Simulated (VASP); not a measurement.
# AlNi3 (R3m) in VASP: further runs

The runs below take AlNi3 through single point, with PBEsol.

All numbers are computed with VASP 6.6.1; they aren't measurements. Logs are shortened: lines on timing, memory, paths and dates and some standing lists are left out, and cuts for length are marked.

**1. The cell of the first run**

Symmetry: R3m, No. 160, trigonal system. The conventional cell has a = 3.958 Å, b = 3.958 Å, c = 9.694 Å, α = 90.00°, β = 90.00°, γ = 120.00°. Within 2.7 Å of Al (site symmetry 3m) lie 10 Ni at 2.02 to 2.59 Å. Within 2.8 Å of Ni (site symmetry 3m) lie 4 Al at 2.02 to 2.59 Å and 10 Ni at 2.42 to 2.80 Å. Ni (site symmetry 3m) has 8 Ni at 2.42 Å and 6 Al at 2.59 to 3.05 Å within 3.2 Å. Ni (site symmetry 3m) has 4 Al at 2.32 to 2.83 Å and 10 Ni at 2.42 to 2.80 Å within 3.1 Å.

**2. Single point, PBEsol (atom 1 (Al) moved +0.405 Å towards its neighbour atom 2 (Ni) at 2.423 Å)**

The input, INCAR:

```
SYSTEM = AlNi3
PREC     = Accurate       ! precision mode
ENCUT    = 520            ! plane-wave cutoff, eV
EDIFF    = 1E-6           ! SCF threshold, eV
ISMEAR   = 0              ! smearing method
SIGMA    = 0.15           ! smearing width, eV
LREAL    = .False.        ! projectors in reciprocal space
LASPH    = .True.         ! aspherical terms in the spheres
NELM     = 60             ! most SCF steps
ALGO     = Fast           ! electronic algorithm
ISIF     = 2              ! what is computed and relaxed
LWAVE    = .False.        ! write WAVECAR
LCHARG   = .False.        ! write CHGCAR
GGA      = PS             ! functional
NBANDS   = 24             ! bands
```

The input, KPOINTS:

```
Automatic mesh
0
Gamma
  14 14 14
  0 0 0
```

The input, POSCAR:

```
AlNi3
1.0
    0.0000000000      2.7984078565      2.7984078565
    2.7984078565      0.0000000000      2.7984078565
    2.7984078565      2.7984078565      0.0000000000
Al Ni
1 3
Direct
    0.4582214475      0.4582214475      0.4582214475
    0.2500000000      0.2500000000      0.2500000000
    0.0000000000      0.0000000000      0.0000000000
    0.7500000000      0.7500000000      0.7500000000
```

Potentials or basis: VASP PAW PBE potentials, release 64 (Al, Ni).

Run with:

```console
$ cat potpaw_PBE.64/Al/POTCAR potpaw_PBE.64/Ni/POTCAR > POTCAR
$ mpirun -np 1 vasp_std > vasp.out
```

OUTCAR:

```text
SYSTEM = AlNi3
   PREC = Accurate
   ENCUT = 520
   EDIFF = 1E-6
   ISMEAR = 0
   LREAL = .False.
   LASPH = .True.
   NELM = 60
   ISIF = 2
   GGA = PS

 ion  position               nearest neighbor table
   1  0.458  0.458  0.458-   2 2.02   4 2.32   4 2.32   4 2.32   3 2.59   3 2.59   3 2.59   2 2.59
                             2 2.59   2 2.59   4 2.83   3 3.05   3 3.05   3 3.05
   2  0.250  0.250  0.250-   1 2.02   3 2.42   3 2.42   3 2.42   3 2.42   1 2.59   1 2.59   1 2.59
                             4 2.80   4 2.80   4 2.80   4 2.80   4 2.80   4 2.80
   3  0.000  0.000  0.000-   4 2.42   4 2.42   4 2.42   2 2.42   4 2.42   2 2.42   2 2.42   2 2.42
                             1 2.59   1 2.59   1 2.59   1 3.05   1 3.05   1 3.05
   4  0.750  0.750  0.750-   1 2.32   1 2.32   1 2.32   3 2.42   3 2.42   3 2.42   3 2.42   2 2.80
                             2 2.80   2 2.80   2 2.80   2 2.80   2 2.80   1 2.83

  LATTYP: Found a face centered cubic cell.
 ALAT       =     5.5968157130

  Lattice vectors:

 A1 = (   0.0000000000,   2.7984078565,   2.7984078565)
 A2 = (   2.7984078565,   0.0000000000,   2.7984078565)
 A3 = (   2.7984078565,   2.7984078565,   0.0000000000)

Analysis of symmetry for initial positions (statically):
=====================================================================
 Subroutine PRICEL returns:
 Original cell was already a primitive cell.

 Routine SETGRP: Setting up the symmetry group for a
 face centered cubic supercell.

 Subroutine GETGRP returns: Found  6 space group operations
 (whereof  6 operations were pure point group operations)
 out of a pool of 48 trial point group operations.

The static configuration has the point symmetry C_3v.

Analysis of symmetry for dynamics (positions and initial velocities):
=====================================================================
 Subroutine PRICEL returns:
 Original cell was already a primitive cell.

 Routine SETGRP: Setting up the symmetry group for a
 face centered cubic supercell.

 Subroutine GETGRP returns: Found  6 space group operations
 (whereof  6 operations were pure point group operations)
 out of a pool of 48 trial point group operations.

The dynamic configuration has the point symmetry C_3v.

 Subroutine INISYM returns: Found  6 space group operations
 (whereof  6 operations are pure point group operations),
 and found     1 'primitive' translations

----------------------------------------------------------------------------------------

                                     Primitive cell

  volume of cell :      43.8291

  direct lattice vectors                    reciprocal lattice vectors
     0.000000000  2.798407856  2.798407856    -0.178673026  0.178673026  0.178673026
     2.798407856  0.000000000  2.798407856     0.178673026 -0.178673026  0.178673026
     2.798407856  2.798407856  0.000000000     0.178673026  0.178673026 -0.178673026

  length of vectors
     3.957546344  3.957546344  3.957546344     0.309470759  0.309470759  0.309470759

  position of ions in fractional coordinates (direct lattice)
     0.458221448  0.458221448  0.458221448
     0.250000000  0.250000000  0.250000000
     0.000000000  0.000000000  0.000000000
     0.750000000  0.750000000  0.750000000

  ion indices of the primitive-cell ions
   primitive index   ion index
                 1           1
                 2           2
                 3           3
                 4           4

----------------------------------------------------------------------------------------

 KPOINTS: Automatic mesh

Automatic generation of k-mesh.
 Grid dimensions read from file:
 generate k-points for:   14   14   14

 Generating k-lattice:

  Cartesian coordinates                     Fractional coordinates (reciprocal lattice)
    -0.012762359  0.012762359  0.012762359     0.071428571  0.000000000  0.000000000
     0.012762359 -0.012762359  0.012762359     0.000000000  0.071428571  0.000000000
     0.012762359  0.012762359 -0.012762359     0.000000000  0.000000000  0.071428571

  Length of vectors
     0.022105054  0.022105054  0.022105054

  Shift w.r.t. Gamma in fractional coordinates (k-lattice)
     0.000000000  0.000000000  0.000000000

 Subroutine IBZKPT returns following result:
 ===========================================

 Found    288 irreducible k-points:

 Following reciprocal coordinates:
            Coordinates               Weight
  0.000000  0.000000  0.000000      1.000000
  0.071429  0.000000  0.000000      6.000000
  0.071429  0.071429  0.071429      2.000000
  0.142857  0.000000  0.000000      6.000000
  0.142857  0.142857  0.142857      2.000000
  0.214286  0.000000  0.000000      6.000000
[... 16 lines left out ...]
  0.285714  0.071429  0.000000     12.000000
  0.071429  0.071429 -0.214286      6.000000
 [... further k-points ...]
   k-points           NKPTS =    288   k-points in BZ     NKDIM =    288   number of bands    NBANDS=     24
   number of dos      NEDOS =    301   number of ions     NIONS =      4
   total plane-waves  NPLWV =  27000
   dimension x,y,z NGX =    30 NGY =   30 NGZ =   30
   dimension x,y,z NGXF=    60 NGYF=   60 NGZF=   60
   ions per type =               1   3
   NGX,Y,Z   is equivalent  to a cutoff of  12.60, 12.60, 12.60 a.u.
   NGXF,Y,Z  is equivalent  to a cutoff of  25.20, 25.20, 25.20 a.u.
 SYSTEM =  AlNi3
   PREC   = accura    normal or accurate (medium, high low for compatibility)
   ISTART =      0    job   : 0-new  1-cont  2-samecut
   ICHARG =      2    charge: 1-file 2-atom 10-const
   ISPIN  =      1    spin polarized calculation?
   LNONCOLLINEAR =      F non collinear calculations
   LSORBIT =      F    spin-orbit coupling
   LASPH  =      T    aspherical Exc in radial PAW
   ENCUT  =  520.0 eV  38.22 Ry    6.18 a.u.   7.36  7.36  7.36*2*pi/ulx,y,z
   NELM   =     60;   NELMIN=  2; NELMDL= -5     # of ELM steps
   EDIFF  = 0.1E-05   stopping-criterion for ELM
   LREAL  =      F    real-space projection
   EDIFFG = 0.1E-04   stopping-criterion for IOM
   NSW    =      0    number of steps for IOM
   IBRION =     -1    ionic relax: 0-MD 1-quasi-New 2-CG
   NFREE  =      0    steps in history (QN), initial steepest desc. (CG)
   ISIF   =      2    stress and relaxation
   ISYM   =      2    0-nonsym 1-usesym 2-fastsym
   POTIM  = 0.5000    time-step for ionic-motion
   TEBEG  =    0.0;   TEEND  =   0.0 temperature during run
   PSTRESS=    0.0 pullay stress
   NELECT =      33.0000    total number of electrons
   NUPDOWN=      -1.0000    fix difference up-down
   EMIN   =  10.00;   EMAX   =-10.00  energy-range for DOS
   EFERMI =   0.00;   METHOD = LEGACY
   ISMEAR =     0;   SIGMA  =   0.15  broadening in eV -4-tet -1-fermi 0-gaus
   EFERMI_NEDOS =   21; number of points for ismear=-14 and -15
   IALGO  =     68    algorithm
   IMIX   =      4    mixing-type and parameters
     AMIX     =   0.40;   BMIX     =  1.00
     AMIX_MAG =   1.60;   BMIX_MAG =  1.00
  volume/ion in A,a.u.               =      10.96        73.94
  Fermi-wavevector in a.u.,A,eV,Ry     =   1.489333  2.814431 30.179255  2.218113
  Thomas-Fermi vector in A             =   2.602255
   LORBIT       =      0    0 simple, 1 ext, 2 COOP (PROOUT), +10 PAW based schemes
   GGA     = PS    functional components
   LHFCALC =     F    Hartree Fock is set to
   AEXX    =    0.0000 exact exchange contribution
   IVDW    =     0    specifies the selected vdW correction
   LEPSILON=     F    determine dielectric tensor
   LRPA    =     F    only Hartree local field effects (RPA)
 non-spin polarized calculation
 RMM-DIIS sequential band-by-band and
 Gauss-broadening in eV      SIGMA  =   0.15
  energy-cutoff  :      520.00
  volume of cell :       43.83
 maximum number of plane-waves:      1243
 NGX is ok and might be reduce to    30
   NGX = 15   NGY = 15   NGZ = 15

 number of electron      33.0000020 magnetization

 Free energy of the ion-electron system (eV)
  ---------------------------------------------------
  ext. energy  EPLUGINS =         0.00000000
  ---------------------------------------------------
  free energy    TOTEN  =       -23.21107623 eV

  energy without entropy =      -23.18255548  energy(sigma->0) =      -23.19681585

 E-fermi :   9.8165     XC(G=0): -12.9513

 val. band max:        9.8163957011   @ k =  -0.2857   0.5000   0.2143
 cond. band min:       9.8172271257   @ k =   0.0714   0.5000  -0.3571
 fundamental gap:      0.0008314246
 Fermi energy:         9.8164854391

 k-point     1 :       0.0000    0.0000    0.0000
  band No.  band energies     occupation
      1      -0.3978      2.00000
      2       5.8618      2.00000
      3       5.8618      2.00000
      4       6.3510      2.00000
      5       6.5596      2.00000
      6       6.5596      2.00000
[... 16 lines left out ...]
     23      17.5975      0.00000
     24      18.1877      0.00000

 k-point     2 :       0.0714    0.0000    0.0000
  band No.  band energies     occupation
      1      -0.3218      2.00000
      2       5.8495      2.00000
      3       5.8728      2.00000
      4       6.3567      2.00000
      5       6.5642      2.00000
      6       6.5897      2.00000
[... 16 lines left out ...]
     23      17.7733      0.00000
     24      18.0379      0.00000

 k-point     3 :       0.0714    0.0714    0.0714
  band No.  band energies     occupation
      1      -0.3223      2.00000
      2       5.8691      2.00000
      3       5.8691      2.00000
      4       6.3124      2.00000
      5       6.5917      2.00000
      6       6.5917      2.00000
[... 16 lines left out ...]
     23      17.9076      0.00000
     24      18.0666      0.00000
[... 514 lines left out ...]
 k-point    23 :       0.2857    0.0714    0.0000
  band No.  band energies     occupation
      1       0.6647      2.00000
      2       5.4603      2.00000
      3       6.0119      2.00000
      4       6.3348      2.00000
      5       6.7285      2.00000
      6       6.8941      2.00000
[... 16 lines left out ...]
     23      17.8379      0.00000
     24      18.4921      0.00000

 k-point    24 :       0.0714    0.0714   -0.2143
  band No.  band energies     occupation
      1       0.6662      2.00000
      2       5.4379      2.00000
      3       6.1060      2.00000
      4       6.2239      2.00000
      5       6.8379      2.00000
      6       6.8645      2.00000
[... 16 lines left out ...]
     23      18.1400      0.00000
     24      18.5395      0.00000

 [... further k-points ...]

------------------------ aborting loop because EDIFF is reached ----------------------------------------

  FORCE on cell =-STRESS in cart. coord.  units (eV):
  Direction    XX          YY          ZZ          XY          YZ          ZX
  --------------------------------------------------------------------------------------
  -------------------------------------------------------------------------------------
  Total        2.3180859      2.3180859      2.3180859      1.5143759      1.5143759      1.5143759
  in kB       84.7377805     84.7377805     84.7377805     55.3581083     55.3581083     55.3581083
  external PRESSURE =      84.7377805 kB  Pullay stress =       0.0000000 kB

 VOLUME and BASIS-vectors are now :
 -----------------------------------------------------------------------------
  energy-cutoff  :      520.00
  volume of cell :       43.83
      direct lattice vectors                 reciprocal lattice vectors
     0.000000000  2.798407856  2.798407856    -0.178673026  0.178673026  0.178673026
     2.798407856  0.000000000  2.798407856     0.178673026 -0.178673026  0.178673026
     2.798407856  2.798407856  0.000000000     0.178673026  0.178673026 -0.178673026

 POSITION                                       TOTAL-FORCE (eV/Angst)
 -----------------------------------------------------------------------------------
      2.56458      2.56458      2.56458         2.839419      2.839419      2.839419
      1.39920      1.39920      1.39920        -2.164831     -2.164831     -2.164831
      0.00000      0.00000      0.00000        -0.352106     -0.352106     -0.352106
      4.19761      4.19761      4.19761        -0.322483     -0.322483     -0.322483
 -----------------------------------------------------------------------------------
    total drift:                                0.000285      0.000285      0.000285

  FREE ENERGIE OF THE ION-ELECTRON SYSTEM (eV)
  ---------------------------------------------------
  free  energy   TOTEN  =       -23.2110762334 eV

  energy  without entropy=      -23.1825554765  energy(sigma->0) =      -23.19681585
```

Run time: 3.9 min. Hardware: 1 thread of AMD EPYC 9R45 (Zen 5), shared host; peak memory 0.34 GiB.

What came out:

```yaml
Free_energy: -23.2111 eV
Pressure: 8.5 GPa
Largest_force: 4.918 eV/Å
Band_gap_on_the_k_mesh: zero (an odd number of electrons rules out a gap without spin polarisation)
```

Forces in eV/Å, atoms in the order of the input:
```
Al   2.839  2.839  2.839
Ni  -2.165 -2.165 -2.165
Ni  -0.352 -0.352 -0.352
Ni  -0.322 -0.322 -0.322
```

Levels at points of the mesh, in eV from the Fermi level:
```csv
k point,band 12,band 13,band 14,band 15,band 16,band 17,band 18,band 19,band 20,band 21
"(0.00, 0.00, 0.00)",-0.91,-0.59,-0.59,-0.56,-0.56,4.91,5.26,5.26,6.28,6.32
"(0.50, 0.00, 0.00)",-1.75,-0.69,-0.68,-0.51,-0.49,-0.15,4.02,4.03,5.06,5.28
"(0.50, 0.50, 0.50)",-1.77,-0.69,-0.69,-0.51,-0.51,-0.16,4.30,4.30,4.91,4.91
"(0.50, 0.50, 0.00)",-1.09,-1.03,-0.78,-0.62,-0.41,-0.37,-0.33,-0.01,4.25,4.64
```

Caveat: the cell differs from its parent crystal (atom 1 (Al) moved +0.405 Å towards its neighbour atom 2 (Ni) at 2.423 Å); the cell stands under pressure; the PAW data sets were made with another functional, which shifts forces and pressure a little.

**3. Single point, PBEsol (atom 1 (Al) moved +0.315 Å towards its neighbour atom 2 (Ni) at 2.423 Å)**

The input, INCAR:

```
SYSTEM = AlNi3
PREC     = Accurate       ! precision mode
ENCUT    = 520            ! plane-wave cutoff, eV
EDIFF    = 1E-6           ! SCF threshold, eV
ISMEAR   = 0              ! smearing method
SIGMA    = 0.15           ! smearing width, eV
LREAL    = .FALSE.        ! projectors in reciprocal space
LASPH    = .TRUE.         ! aspherical terms in the spheres
NELM     = 100            ! most SCF steps
ALGO     = Fast           ! electronic algorithm
ISIF     = 2              ! what is computed and relaxed
LWAVE    = .FALSE.        ! write WAVECAR
LCHARG   = .TRUE.         ! write CHGCAR
GGA      = PS             ! functional
LELF     = .TRUE.         ! ELF
LVHAR    = .TRUE.       
NBANDS   = 24             ! bands
```

The input, KPOINTS:

```
Automatic mesh
0
G
  14 14 14
  0 0 0
```

Edit POSCAR of step 2 so:

```diff
@@ -8,3 +8,3 @@
 Direct
-    0.4582214475      0.4582214475      0.4582214475
+    0.4675055703      0.4675055703      0.4675055703
     0.2500000000      0.2500000000      0.2500000000
```

Potentials or basis: VASP PAW PBE potentials, release 64 (Al, Ni).

Run with:

```console
$ cat potpaw_PBE.64/Al/POTCAR potpaw_PBE.64/Ni/POTCAR > POTCAR
$ mpirun -np 1 vasp_std > vasp.out
```

Wall time 3.6 min (1 thread of AMD EPYC 9R45 (Zen 5), shared host); peak memory 0.34 GiB.

Results (log left out):

```
Free energy            : -23.5848 eV
Pressure               : 4.9 GPa
Largest force          : 3.446 eV/Å
Band gap on the k mesh : zero (an odd number of electrons rules out a gap without spin polarisation)
```

Forces in eV/Å, atoms in the order of the input:
```
Al   1.989  1.989  1.989
Ni  -1.385 -1.385 -1.385
Ni  -0.276 -0.276 -0.276
Ni  -0.329 -0.329 -0.329
```

Stress tensor (GPa, compression positive):
```
4.92 3.17 3.17
3.17 4.92 3.17
3.17 3.17 4.92
```

Levels at points of the mesh, in eV from the Fermi level:
```
           k point  band 14  band 15  band 16  band 17  band 18  band 19
(0.00, 0.00, 0.00)    -0.58    -0.54    -0.54     5.03     5.31     5.31
(0.50, 0.00, 0.00)    -0.67    -0.50    -0.48    -0.15     4.10     4.11
(0.50, 0.50, 0.50)    -0.67    -0.49    -0.49    -0.16     4.31     4.31
(0.50, 0.50, 0.00)    -0.77    -0.61    -0.39    -0.37    -0.34    -0.02
```

Caveat: the cell differs from its parent crystal (atom 1 (Al) moved +0.315 Å towards its neighbour atom 2 (Ni) at 2.423 Å); the cell stands under pressure; the PAW data sets were made with another functional, which shifts forces and pressure a little. Spin polarisation is off, so any magnetic state and its effect on volume and gap are missing.
